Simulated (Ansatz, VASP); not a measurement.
## AlC3: VASP beside Ansatz

Contents of INCAR:

```
ALGO = Normal
EDIFF = 1E-6
ENCUT = 520
GGA = PE
ISIF = 2
ISMEAR = 1
LASPH = T
LCHARG = F
LREAL = F
LWAVE = F
NBANDS = 16
NELM = 100
PREC = Accurate
SIGMA = 0.01
```

File KPOINTS:

```
k-points
0
Gamma
  7 7 7
```

File POSCAR:

```
AlC3
1.0
    3.1863986264      0.0000000000      0.0000000000
    0.0000000000      3.1863986264      0.0000000000
    0.0000000000      0.0000000000      3.1863986264
Al C
1 3
Direct
    0.0000000000      0.0000000000      0.0000000000
    0.0000000000      0.5000000000      0.5000000000
    0.5000000000      0.0000000000      0.5000000000
    0.5000000000      0.5000000000      0.0000000000
```

Input for Ansatz:

```yaml
crystal:
  lattice:
    - [3.186398626445119, 0.0, 0.0]
    - [0.0, 3.186398626445119, 0.0]
    - [0.0, 0.0, 3.186398626445119]
  atoms:
    - { symbol: Al, position: [0.0, 0.0, 0.0] }
    - { symbol: C, position: [0.0, 0.5, 0.5] }
    - { symbol: C, position: [0.5, 0.0, 0.5] }
    - { symbol: C, position: [0.5, 0.5, 0.0] }
basis:
  ecutwfc: 500.0
kpoints:
  mp_grid:
    grid: [7, 7, 7]
hamiltonian:
  xc: pbe
scf:
  n_extra_bands: 16
  self_checks: low
  convergence:
    dr2_threshold: 1.0e-05
  lower_state_search: "off"
  mixing:
    algorithm: broyden
    preconditioner: kerker
  occupations:
    method: cold
    width: 0.01
output:
  stress: true
```

Alike in both runs: task single point; functional PBE; k mesh 7 × 7 × 7; no spin polarisation.

```csv
,VASP,Ansatz
version,VASP 6.6.1,Ansatz 0.2.0
potentials or method,"VASP PAW PBE potentials, release 64 (Al, C), cutoff 520 eV","plane waves, PAW"
occupations,"methfessel-paxton of order 1, width 0.01 eV","cold, width 0.01 eV"
valence electrons in the cell,15,15
```

|  | VASP | Ansatz | Ansatz less VASP |
| --- | --- | --- | --- |
| pressure (GPa) | 3.5 | 3.5 | +0.04 |

Ansatz's warnings: stress scf threshold loose.
